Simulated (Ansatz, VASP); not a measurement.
# CdSe4 in VASP and in Ansatz

```xyz
5
Lattice="-4.1550 4.1550 2.1786 4.1550 -4.1550 2.1786 4.1550 4.1550 -2.1786" Properties=species:S:1:pos:R:3 pbc="T T T"
Cd    0.0000    0.0000    0.0000
Se    2.6454   -1.8181    2.1786
Se    2.3369    1.5096    0.0000
Se    1.8181    2.6454    2.1786
Se    1.5096    5.9731    0.0000
```

Change from the starting cell: species swapped into the MnAu4 type (I4/m, No. 87).

Alike in both runs: functional PBE; k mesh 6 × 6 × 6; occupations gaussian, width 0.1 eV; no spin polarisation.

Ansatz relaxed the structure, and its values are those at the end. VASP's run is a single point on that final structure, the one shown.

```csv
,VASP,Ansatz
version,VASP 6.6.1,Ansatz 0.2.0
potentials or method,"VASP PAW PBE potentials, release 64 (Cd, Se), cutoff 520 eV","scalar-relativistic, plane waves, PAW"
valence electrons in the cell,36,84
```

|  | VASP | Ansatz | Ansatz less VASP |
| --- | --- | --- | --- |
| gap on the k mesh at the Fermi level (eV) | none | none | - |
| pressure (GPa) | 0.1 | 0.0 | -0.12 |
| rms of the force components (eV/Å) | 0.020 | 0.024 | +0.0034 |

A gap of «none» marks a metal or a gap that the smearing closes. VASP's potentials hold 36 valence electrons a cell and Ansatz's 84, so a difference there can come from the potentials and not from the codes.
